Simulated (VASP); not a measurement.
PtS2, 6 atoms in the cell. The cell holds a slab with vacuum, 6 atoms: a = 3.542 Å, b = 3.542 Å, c = 22.467 Å, α = 90.00°, β = 90.00°, γ = 120.00°.  This cell differs from its parent crystal: layers slid over each other.

```yaml
Program: VASP 6.6.1
Task: single point
Functional: PBE
Dispersion: D3(BJ)
Potentials_or_basis: VASP PAW PBE potentials, release 64 (S, Pt)
Cutoff: 520 eV
k_mesh: 9 × 9 × 1
Occupations: gaussian, width 0.05 eV
Spin: no spin polarisation
Dipole_correction: yes
Further_INCAR_settings: ALGO = Normal; EDIFF = 1e-06; NBANDS = 31
```

Potentials or basis: VASP PAW PBE potentials, release 64 (S, Pt).

Run with:

```console
$ cat potpaw_PBE.64/S/POTCAR potpaw_PBE.64/Pt/POTCAR > POTCAR
$ mpirun -np 1 vasp_std > vasp.out
```

Hardware: 1 thread of Intel Xeon 8259CL, with other jobs on the host.

How long does it take, and how much memory?

Run time: 3.7 min on 1 thread of Intel Xeon 8259CL (shared host), peak memory 0.39 GiB. Counts: scf iterations 18, k points 12.
